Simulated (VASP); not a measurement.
# Pd (Im-3m) in VASP: notebook

Runs on Pd. Level: r2SCAN. Tasks: single point.

Program: VASP 6.6.1. These are calculated values, not measurements. Logs are shortened: lines on timing, memory, paths and dates and some standing lists are left out, and cuts for length are marked.

**1. The cell of the first run**

It takes space group Im-3m (No. 229, cubic). Conventional cell: a = 3.123 Å, b = 3.123 Å, c = 3.123 Å, α = 90.00°, β = 90.00°, γ = 90.00°. Pd (site symmetry m-3m) has 14 Pd at 2.70 to 3.12 Å within 3.6 Å.

**2. Single point, r2SCAN**

File POSCAR:

```
Pd
1.0
   -1.5617284606      1.5617284606      1.5617284606
    1.5617284606     -1.5617284606      1.5617284606
    1.5617284606      1.5617284606     -1.5617284606
Pd
1
Direct
    0.0000000000      0.0000000000      0.0000000000
```

File INCAR.step1:

```
PREC = Accurate ; ENCUT = 520
ISMEAR = -1 ; SIGMA = 0.05
LREAL = False ; LASPH = True
NELM = 60 ; NBANDS = 11
GGA = PE ; ALGO = Normal
EDIFF = 1E-4 ; LWAVE = True
LCHARG = False
```

File INCAR.step2:

```
PREC = Accurate ; ENCUT = 520
EDIFF = 1E-6 ; ISMEAR = -1
SIGMA = 0.05 ; LREAL = False
LASPH = True ; NELM = 60
ALGO = Normal ; ISIF = 2
LWAVE = False ; LCHARG = False
METAGGA = R2SCAN ; LMIXTAU = True
NBANDS = 11 ; ISTART = 1
```

File KPOINTS:

```
Automatic mesh
0
Gamma
  12 12 12
```

Potentials or basis: VASP PAW PBE potentials, release 64 (Pd).

Launch:

```bash
$ cat potpaw_PBE.64/Pd/POTCAR > POTCAR
$ cp INCAR.step1 INCAR
$ mpirun -np 1 vasp_std > vasp.out
$ cp INCAR.step2 INCAR
$ mpirun -np 1 vasp_std > vasp.out
```

OUTCAR:

```text
PREC = Accurate
   ENCUT = 520
   EDIFF = 1E-6
   ISMEAR = -1
   LREAL = False
   LASPH = True
   NELM = 60
   ISIF = 2
   METAGGA = R2SCAN
   ISTART = 1

 ion  position               nearest neighbor table
   1  0.000  0.000  0.000-

  LATTYP: Found a body centered cubic cell.
 ALAT       =     3.1234569212

  Lattice vectors:

 A1 = (  -1.5617284606,   1.5617284606,   1.5617284606)
 A2 = (   1.5617284606,  -1.5617284606,   1.5617284606)
 A3 = (   1.5617284606,   1.5617284606,  -1.5617284606)

Analysis of symmetry for initial positions (statically):
=====================================================================
 Subroutine PRICEL returns:
 Original cell was already a primitive cell.

 Routine SETGRP: Setting up the symmetry group for a
 body centered cubic supercell.

 Subroutine GETGRP returns: Found 48 space group operations
[... 9 lines left out ...]

 Routine SETGRP: Setting up the symmetry group for a
 body centered cubic supercell.

 Subroutine GETGRP returns: Found 48 space group operations
[... 11 lines left out ...]
                                     Primitive cell

  volume of cell :      15.2362

  direct lattice vectors                    reciprocal lattice vectors
    -1.561728461  1.561728461  1.561728461     0.000000000  0.320158089  0.320158089
     1.561728461 -1.561728461  1.561728461     0.320158089  0.000000000  0.320158089
     1.561728461  1.561728461 -1.561728461     0.320158089  0.320158089  0.000000000

  length of vectors
     2.704993041  2.704993041  2.704993041     0.452771912  0.452771912  0.452771912

  position of ions in fractional coordinates (direct lattice)
     0.000000000  0.000000000  0.000000000

  ion indices of the primitive-cell ions
   primitive index   ion index
                 1           1

----------------------------------------------------------------------------------------

 KPOINTS: Automatic mesh

Automatic generation of k-mesh.
 Grid dimensions read from file:
 generate k-points for:   12   12   12

 Generating k-lattice:

  Cartesian coordinates                     Fractional coordinates (reciprocal lattice)
     0.000000000  0.026679841  0.026679841     0.083333333  0.000000000  0.000000000
     0.026679841  0.000000000  0.026679841     0.000000000  0.083333333  0.000000000
     0.026679841  0.026679841  0.000000000     0.000000000  0.000000000  0.083333333

  Length of vectors
     0.037730993  0.037730993  0.037730993

  Shift w.r.t. Gamma in fractional coordinates (k-lattice)
     0.000000000  0.000000000  0.000000000

 Subroutine IBZKPT returns following result:
 ===========================================

 Found     72 irreducible k-points:

 Following reciprocal coordinates:
            Coordinates               Weight
  0.000000  0.000000  0.000000      1.000000
  0.083333  0.000000  0.000000     12.000000
  0.166667  0.000000  0.000000     12.000000
  0.250000  0.000000  0.000000     12.000000
  0.333333  0.000000  0.000000     12.000000
  0.416667  0.000000  0.000000     12.000000
[... 16 lines left out ...]
  0.333333  0.083333  0.083333     24.000000
  0.416667  0.083333  0.083333     12.000000
 [... further k-points ...]
   k-points           NKPTS =     72   k-points in BZ     NKDIM =     72   number of bands    NBANDS=     11
   number of dos      NEDOS =    301   number of ions     NIONS =      1
   total plane-waves  NPLWV =   8000
   dimension x,y,z NGX =    20 NGY =   20 NGZ =   20
   dimension x,y,z NGXF=    40 NGYF=   40 NGZF=   40
   ions per type =               1
   NGX,Y,Z   is equivalent  to a cutoff of  12.29, 12.29, 12.29 a.u.
   NGXF,Y,Z  is equivalent  to a cutoff of  24.58, 24.58, 24.58 a.u.
 SYSTEM =  unknown system
   PREC   = accura    normal or accurate (medium, high low for compatibility)
   ISTART =      1    job   : 0-new  1-cont  2-samecut
   ICHARG =      0    charge: 1-file 2-atom 10-const
   ISPIN  =      1    spin polarized calculation?
   LNONCOLLINEAR =      F non collinear calculations
   LSORBIT =      F    spin-orbit coupling
   LASPH  =      T    aspherical Exc in radial PAW
   ENCUT  =  520.0 eV  38.22 Ry    6.18 a.u.   5.03  5.03  5.03*2*pi/ulx,y,z
   NELM   =     60;   NELMIN=  2; NELMDL=  0     # of ELM steps
   EDIFF  = 0.1E-05   stopping-criterion for ELM
   LREAL  =      F    real-space projection
   EDIFFG = 0.1E-04   stopping-criterion for IOM
   NSW    =      0    number of steps for IOM
   IBRION =     -1    ionic relax: 0-MD 1-quasi-New 2-CG
   NFREE  =      0    steps in history (QN), initial steepest desc. (CG)
   ISIF   =      2    stress and relaxation
   ISYM   =      2    0-nonsym 1-usesym 2-fastsym
   POTIM  = 0.5000    time-step for ionic-motion
   TEBEG  =    0.0;   TEEND  =   0.0 temperature during run
   PSTRESS=    0.0 pullay stress
   NELECT =      10.0000    total number of electrons
   NUPDOWN=      -1.0000    fix difference up-down
   EMIN   =  10.00;   EMAX   =-10.00  energy-range for DOS
   EFERMI =   0.00;   METHOD = LEGACY
   ISMEAR =    -1;   SIGMA  =   0.05  broadening in eV -4-tet -1-fermi 0-gaus
   EFERMI_NEDOS =   21; number of points for ismear=-14 and -15
   IALGO  =     38    algorithm
   IMIX   =      4    mixing-type and parameters
     AMIX     =   0.40;   BMIX     =  1.00
     AMIX_MAG =   1.60;   BMIX_MAG =  1.00
  volume/ion in A,a.u.               =      15.24       102.82
  Fermi-wavevector in a.u.,A,eV,Ry     =   1.422709  2.688530 27.539552  2.024100
  Thomas-Fermi vector in A             =   2.543384
   LORBIT       =      0    0 simple, 1 ext, 2 COOP (PROOUT), +10 PAW based schemes
   METAGGA = R2SCAN    functional components
   LHFCALC =     F    Hartree Fock is set to
   AEXX    =    0.0000 exact exchange contribution
   IVDW    =     0    specifies the selected vdW correction
   LEPSILON=     F    determine dielectric tensor
   LRPA    =     F    only Hartree local field effects (RPA)
 non-spin polarized calculation
  energy-cutoff  :      520.00
  volume of cell :       15.24
 maximum number of plane-waves:       420
   NGX =  9   NGY =  9   NGZ =  9

 number of electron      10.0000006 magnetization

 Free energy of the ion-electron system (eV)
  ---------------------------------------------------
  ext. energy  EPLUGINS =         0.00000000
  ---------------------------------------------------
  free energy    TOTEN  =       -22.91188548 eV

  energy without entropy =      -22.90214781  energy(sigma->0) =      -22.90701665

 E-fermi :   9.0776     XC(G=0): -13.8780

 val. band max:        9.0585343275   @ k =  -0.4167   0.4167   0.4167
 cond. band min:       9.1495978505   @ k =  -0.4167   0.4167   0.2500
 fundamental gap:      0.0910635230
 Fermi energy:         9.0775797288

 k-point     1 :       0.0000    0.0000    0.0000
  band No.  band energies     occupation
      1       2.1637      2.00000
      2       6.1774      2.00000
      3       6.1774      2.00000
      4       6.1774      2.00000
      5       8.0858      2.00000
      6       8.0858      2.00000
      7      29.3631      0.00000
      8      29.3631      0.00000
      9      29.3631      0.00000
     10      31.7743      0.00000
     11      37.8044      0.00000

 k-point     2 :       0.0833    0.0000    0.0000
  band No.  band energies     occupation
      1       2.4303      2.00000
      2       6.0900      2.00000
      3       6.1821      2.00000
      4       6.3650      2.00000
      5       7.9877      2.00000
      6       8.0924      2.00000
      7      29.1295      0.00000
      8      29.3750      0.00000
      9      29.6710      0.00000
     10      31.7661      0.00000
     11      35.7900      0.00000

 k-point     3 :       0.1667    0.0000    0.0000
  band No.  band energies     occupation
      1       3.1502      2.00000
      2       5.8585      2.00000
      3       6.2055      2.00000
      4       6.9024      2.00000
      5       7.8160      2.00000
      6       8.1165      2.00000
      7      27.8229      0.00000
      8      28.9380      0.00000
      9      30.5184      0.00000
     10      31.7429      0.00000
     11      34.6801      0.00000

 k-point     4 :       0.2500    0.0000    0.0000
  band No.  band energies     occupation
      1       3.9288      2.00000
      2       5.5575      2.00000
      3       6.5273      2.00000
      4       7.7059      2.00000
      5       7.7782      2.00000
      6       8.1634      2.00000
      7      25.0363      0.00000
      8      27.6552      0.00000
      9      31.6867      0.00000
     10      31.7324      0.00000
     11      32.3871      0.00000

 k-point     5 :       0.3333    0.0000    0.0000
  band No.  band energies     occupation
      1       4.1203      2.00000
      2       5.2722      2.00000
      3       7.6896      2.00000
      4       7.9929      2.00000
      5       8.2276      2.00000
      6       8.6152      1.99981
      7      21.7066      0.00000
      8      26.2594      0.00000
      9      29.9001      0.00000
     10      31.7367      0.00000
     11      32.8544      0.00000
[... 211 lines left out ...]
 k-point    21 :       0.1667    0.0833    0.0833
  band No.  band energies     occupation
      1       4.4015      2.00000
      2       5.4996      2.00000
      3       5.7962      2.00000
      4       7.9102      2.00000
      5       8.1160      2.00000
      6       8.6793      1.99931
      7      25.2161      0.00000
      8      26.4982      0.00000
      9      28.2386      0.00000
     10      31.7491      0.00000
     11      31.8331      0.00000

 k-point    22 :       0.2500    0.0833    0.0833
  band No.  band energies     occupation
      1       4.5547      2.00000
      2       5.2392      2.00000
      3       6.5917      2.00000
      4       7.9706      2.00000
      5       8.2258      2.00000
      6      10.1117      0.00000
      7      21.8801      0.00000
      8      25.3085      0.00000
      9      26.6168      0.00000
     10      31.8110      0.00000
     11      33.0313      0.00000

 k-point    23 :       0.3333    0.0833    0.0833
  band No.  band energies     occupation
      1       4.3657      2.00000
      2       5.0684      2.00000
      3       7.6308      2.00000
      4       8.0682      2.00000
      5       8.2970      2.00000
      6      11.7808      0.00000
      7      18.7871      0.00000
      8      24.4805      0.00000
      9      25.5022      0.00000
     10      31.8008      0.00000
     11      34.0434      0.00000

 k-point    24 :       0.4167    0.0833    0.0833
  band No.  band energies     occupation
      1       4.2758      2.00000
      2       5.0092      2.00000
      3       8.0778      2.00000
      4       8.1082      2.00000
      5       8.3221      2.00000
      6      12.8966      0.00000
      7      17.1548      0.00000
      8      24.1867      0.00000
      9      25.0754      0.00000
     10      31.7978      0.00000
     11      34.4118      0.00000

 [... further k-points ...]
[... 5 lines left out ...]
  --------------------------------------------------------------------------------------
  -------------------------------------------------------------------------------------
  Total       -0.1758798     -0.1758798     -0.1758798     -0.0000000     -0.0000000      0.0000000
  in kB      -18.4948195    -18.4948195    -18.4948195     -0.0000000     -0.0000000      0.0000000
  external PRESSURE =     -18.4948195 kB  Pullay stress =       0.0000000 kB

 VOLUME and BASIS-vectors are now :
 -----------------------------------------------------------------------------
  energy-cutoff  :      520.00
  volume of cell :       15.24
      direct lattice vectors                 reciprocal lattice vectors
    -1.561728461  1.561728461  1.561728461     0.000000000  0.320158089  0.320158089
     1.561728461 -1.561728461  1.561728461     0.320158089  0.000000000  0.320158089
     1.561728461  1.561728461 -1.561728461     0.320158089  0.320158089  0.000000000

 POSITION                                       TOTAL-FORCE (eV/Angst)
 -----------------------------------------------------------------------------------
      0.00000      0.00000      0.00000        -0.000000      0.000000      0.000000
 -----------------------------------------------------------------------------------
    total drift:                                0.000000     -0.000000      0.000000

  FREE ENERGIE OF THE ION-ELECTRON SYSTEM (eV)
  ---------------------------------------------------
  free  energy   TOTEN  =       -22.9118854849 eV

  energy  without entropy=      -22.9021478074  energy(sigma->0) =      -22.90701665
```

Run time: 46 s. Hardware: 1 thread of Intel Xeon Platinum 8488C (Sapphire Rapids), shared host; peak memory 0.13 GiB.

Results:

```
Free energy            : -22.9119 eV
Pressure               : -1.8 GPa
Band gap on the k mesh : zero (band 5 reaches 9.68 eV, above the bottom of band 6 at 7.97 eV)
```

Caveat: the PAW data sets were made with another functional, which shifts forces and pressure a little.

**3. Single point, r2SCAN**

This run uses another cell than the first one, of 15.86 Å³/atom, 1.041 times its volume.

File POSCAR:

```
Pd
1.0
   -1.5826937604      1.5826937604      1.5826937604
    1.5826937604     -1.5826937604      1.5826937604
    1.5826937604      1.5826937604     -1.5826937604
Pd
1
Direct
    0.0000000000      0.0000000000      0.0000000000
```

File INCAR.step1:

```
SYSTEM = Pd
ALGO = Normal
EDIFF = 1E-4
ENCUT = 520
GGA = PE
ISMEAR = -1
LASPH = .True.
LCHARG = .False.
LREAL = .False.
LWAVE = .True.
NBANDS = 11
NELM = 80
PREC = Accurate
SIGMA = 0.05
```

File INCAR.step2:

```
SYSTEM = Pd
ALGO = Normal
EDIFF = 1E-7
ENCUT = 520
ISIF = 2
ISMEAR = -1
ISTART = 1
LASPH = .True.
LCHARG = .False.
LMIXTAU = .True.
LREAL = .False.
LWAVE = .False.
METAGGA = R2SCAN
NBANDS = 11
NELM = 80
PREC = Accurate
SIGMA = 0.05
```

File KPOINTS:

```
k-points
0
Gamma
  12 12 12
  0 0 0
```

Potentials or basis: VASP PAW PBE potentials, release 64 (Pd).

Launch:

```bash
$ cat potpaw_PBE.64/Pd/POTCAR > POTCAR
$ cp INCAR.step1 INCAR
$ mpirun -np 1 vasp_std > vasp.out
$ cp INCAR.step2 INCAR
$ mpirun -np 1 vasp_std > vasp.out
```

It took 46 s on 1 thread of Intel Xeon Platinum 8488C (Sapphire Rapids), shared host; peak memory 0.13 GiB.

The run converged. Its results:

- Free energy: -22.8925 eV
- Pressure: -8.0 GPa
- Band gap on the k mesh: zero (band 5 reaches 9.00 eV, above the bottom of band 6 at 7.41 eV)

Levels at points of the mesh, in eV from the Fermi level:
```
           k point  band 2  band 3  band 4  band 5  band 6  band 7  band 8  band 9
(0.00, 0.00, 0.00)   -2.73   -2.73   -2.73   -0.94   -0.94   20.16   20.16   20.16
(0.50, 0.00, 0.00)   -3.83   -0.99   -0.73    0.55    1.81    7.76   15.74   17.99
(0.50, 0.50, 0.50)   -4.84    0.20    0.20    0.20    9.52    9.52    9.52   17.32
```

Caveat: the PAW data sets were made with another functional, which shifts forces and pressure a little.

**4. Single point, r2SCAN**

This run uses another cell than the first one, of 16.17 Å³/atom, 1.061 times its volume.

File POSCAR:

```
Pd
1.0
   -1.5929712806      1.5929712806      1.5929712806
    1.5929712806     -1.5929712806      1.5929712806
    1.5929712806      1.5929712806     -1.5929712806
Pd
1
Direct
    0.0000000000      0.0000000000      0.0000000000
```

File INCAR.step1:

```
PREC = Accurate
ENCUT = 520
ISMEAR = -1
SIGMA = 0.05
LREAL = F
LASPH = T
NELM = 80
NBANDS = 11
GGA = PE
ALGO = Normal
EDIFF = 1E-4
LWAVE = T
LCHARG = F
```

File INCAR.step2:

```
PREC = Accurate
ENCUT = 520
EDIFF = 1E-6
ISMEAR = -1
SIGMA = 0.05
LREAL = F
LASPH = T
NELM = 80
ALGO = Normal
ISIF = 2
LWAVE = F
LCHARG = F
METAGGA = R2SCAN
LMIXTAU = T
NBANDS = 11
ISTART = 1
```

File KPOINTS:

```
regular mesh
0
Gamma
  12 12 12
```

Launch:

```bash
$ cat potpaw_PBE.64/Pd/POTCAR > POTCAR
$ cp INCAR.step1 INCAR
$ mpirun -np 1 vasp_std > vasp.out
$ cp INCAR.step2 INCAR
$ mpirun -np 1 vasp_std > vasp.out
```

It took 32 s on 1 thread of Intel Xeon Platinum 8488C (Sapphire Rapids), shared host; peak memory 0.14 GiB.

It converged, with:

| Quantity | Value |
| --- | --- |
| Free energy | -22.8748 eV |
| Pressure | -10.4 GPa |
| Band gap on the k mesh | zero (band 5 reaches 8.69 eV, above the bottom of band 6 at 7.15 eV) |

Levels at points of the mesh, in eV from the Fermi level:
```csv
k point,band 3,band 4,band 5,band 6,band 7,band 8
"(0.00, 0.00, 0.00)",-2.65,-2.65,-0.91,-0.91,20.10,20.10
"(0.50, 0.00, 0.00)",-0.97,-0.71,0.53,1.85,7.60,15.67
"(0.50, 0.50, 0.50)",0.19,0.19,0.19,9.44,9.44,9.44
```

Caveat: the PAW data sets were made with another functional, which shifts forces and pressure a little.

**5. Summary**

```tsv
cell	gap on the mesh (eV)	pressure (GPa)
a = 2.705 Å, angles 109.5°, 1 atom	none	-1.8
a = 2.741 Å, angles 109.5°, 1 atom	none	-8.0
a = 2.759 Å, angles 109.5°, 1 atom	none	-10.4
```

Alike in all rows: task single point; level r2SCAN; potentials or basis VASP PAW PBE potentials, release 64 (Pd); no spin polarisation; k mesh 12 × 12 × 12; cutoff (eV) 520; smearing fermi-dirac 0.05 eV.

Caveats: the PAW data sets were made with another functional, which shifts forces and pressure a little.

Total energies depend on the potentials used, so only differences within one code and one set of settings carry meaning.
